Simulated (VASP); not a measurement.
Crystal: LaTiO3.

```
CELL_PARAMETERS angstrom
3.92000 0.00000 0.00000
0.00000 3.92000 0.00000
0.00000 0.00000 3.92000
ATOMIC_POSITIONS crystal
La 0.00000 0.00000 0.00000
Ti 0.50000 0.50000 0.50000
O 0.00000 0.50000 0.50000
O 0.50000 0.50000 0.00000
O 0.50000 0.00000 0.50000
```

Base run:

| Property | Result |
| --- | --- |
| Program | VASP 6.6.1 |
| Functional | LDA |
| Potentials or basis | VASP PAW LDA potentials, release 64 (La, Ti_sv, O) |
| Cutoff | 600 eV |
| k mesh | 5 × 5 × 5 |
| Occupations | gaussian, width 0.05 eV |
| Spin | collinear spin |
| Starting moments | [0.0, 1.0, 0.0, 0.0, 0.0] μB |
| Hubbard terms | Ti d U = 5.0 eV |

Its results: pressure -0.9 GPa.

**Question.** After a change of settings the same cell gave: pressure -1.3 GPa. Which change was it?
A. moments at the start from [0.0, 1.0, 0.0, 0.0, 0.0] to [0.08, 0.7, 0.04, -0.02, 0.04]; fixed moment from none to 1.1 μB
B. spin from collinear spin to no spin polarisation; further incar settings from ALGO = Normal; EDIFF = 1e-06; NBANDS = 32 to ALGO = Normal; EDIFF = 1e-06; NBANDS = 28
C. moments at the start from [0.0, 1.0, 0.0, 0.0, 0.0] to [0.03, 0.67, 0.01, -0.02, 0.01]; fixed moment from none to 0.9 μB

**Answer.** B.

Caveats: an odd number of electrons without spin polarisation forces a metal (at least some runs); a magnetic or distorted state may lie lower (at least some runs); U without spin polarisation on a metal has little footing (at least some runs).
